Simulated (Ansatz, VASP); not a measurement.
Given: the input of a run of Ansatz 0.2.0 on Au.

Contents of input.yaml:

```yaml
crystal:
  lattice:
    - [2.9, 0.0, 0.0]
    - [-1.45, 2.511473671, 0.0]
    - [0.0, 0.0, 4.88]
  atoms:
    - { symbol: Au, position: [0.6666666667, 0.3333333333, 0.25] }
    - { symbol: Au, position: [0.3333333333, 0.6666666667, 0.75] }
hamiltonian:
  xc: r2scan
  pseudopotentials: { kind: paw }
kpoints:
  mp_grid: { grid: [11, 11, 6] }
scf:
  occupations: { method: fermi_dirac, width: 0.05 }
output:
  forces: true
  stress: true
  eigenvalues: true
```

Potentials or basis: Ansatz PAW.

Command:

```console
$ ansatz run input.yaml --threads 2 --pin off --max-ram 5632MiB --backend cpu --events-out ev --progress --plain --runs-dir out
```

**Question.** Translate it to VASP 6.6.1. Potentials there: VASP PAW PBE potentials, release 64 (Au).

**Answer.** As run (the cutoff follows the program's own potentials):

Contents of POSCAR:

```
Au
1.0
    2.9000000000      0.0000000000      0.0000000000
   -1.4500000000      2.5114736710      0.0000000000
    0.0000000000      0.0000000000      4.8800000000
Au
2
Direct
    0.6666666667      0.3333333333      0.2500000000
    0.3333333333      0.6666666667      0.7500000000
```

The input INCAR.step1:

```
SYSTEM = Au
ALGO = Normal
EDIFF = 1E-4
ENCUT = 520
GGA = PE
ISMEAR = -1
LASPH = .True.
LCHARG = .False.
LREAL = .False.
LWAVE = .True.
NBANDS = 18
NELM = 100
PREC = Accurate
SIGMA = 0.05
```

The input INCAR.step2:

```
SYSTEM = Au
ALGO = Normal
EDIFF = 1E-6
ENCUT = 520
ISIF = 2
ISMEAR = -1
ISTART = 1
LASPH = .True.
LCHARG = .False.
LMIXTAU = .True.
LREAL = .False.
LWAVE = .False.
METAGGA = R2SCAN
NBANDS = 18
NELM = 100
PREC = Accurate
SIGMA = 0.05
```

The input KPOINTS:

```
k-points
0
Gamma
  11 11 6
  0 0 0
```

Potentials or basis: VASP PAW PBE potentials, release 64 (Au).

The run is started by

```sh
$ cat potpaw_PBE.64/Au/POTCAR > POTCAR
$ cp INCAR.step1 INCAR
$ mpirun -np 1 vasp_std > vasp.out
$ cp INCAR.step2 INCAR
$ mpirun -np 1 vasp_std > vasp.out
```

Both were run:

|  | VASP | Ansatz | Ansatz less VASP |
| --- | --- | --- | --- |
| gap on the k mesh at the Fermi level (eV) | none | none | - |
| pressure (GPa) | -1.4 | -1.7 | -0.24 |
| traceless stress, the component that is largest in VASP (GPa) | -0.21 | -0.18 | +0.035 |

VASP's potentials were made for PBE, not for r2SCAN. A gap of «none» marks a metal or a gap that the smearing closes. The functional is the same, so the differences come from potentials, cutoffs and numerics. VASP's potentials hold 22 valence electrons a cell and Ansatz's 38, so a difference there can come from the potentials and not from the codes.

Spin-orbit coupling is off throughout.
